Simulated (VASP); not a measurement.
Write the native input for VASP 6.6.1 that does the following.

- Task: single point
- Functional: PBE
- Potentials or basis: VASP PAW PBE potentials, release 64 (Al, As)
- Cutoff: 500 eV
- k mesh: 4 × 4 × 4
- Occupations: gaussian, width 0.01 eV
- Spin: no spin polarisation
- Dipole correction: no
- Further INCAR settings: ALGO = Normal; EDIFF = 1e-06; NBANDS = 11

The structure of AlAs lies in POSCAR:

```
AlAs
1.0
    0.0000000000      2.8304000000      2.8304000000
    2.8304000000      0.0000000000      2.8304000000
    2.8304000000      2.8304000000      0.0000000000
Al As
1 1
Direct
    0.0000000000      0.0000000000      0.0000000000
    0.2500000000      0.2500000000      0.2500000000
```

One way to write it, as run:

INCAR

```
PREC = Accurate
ENCUT = 500
EDIFF = 1E-6
ISMEAR = 0
SIGMA = 0.01
LREAL = False
LASPH = True
NELM = 120
ALGO = Normal
ISIF = 2
LWAVE = False
LCHARG = False
GGA = PE
NBANDS = 11
GGA_COMPAT = False
```

KPOINTS

```
regular mesh
0
Gamma
  4 4 4
```

Potentials or basis: VASP PAW PBE potentials, release 64 (Al, As).

Run with:

```bash
$ cat potpaw_PBE.64/Al/POTCAR potpaw_PBE.64/As/POTCAR > POTCAR
$ mpirun -np 1 vasp_std > vasp.out
```

Results of the run:

| Quantity | Value |
| --- | --- |
| Pressure | 3.1 GPa |
| Band gap on the k mesh | 1.41 eV, indirect (least direct gap 2.05 eV) |

Caveat: the k points lie up to 0.48 Å⁻¹ apart.

Wall time 12 s on 1 thread of Intel Xeon 8259CL (shared host), peak memory 0.16 GiB.
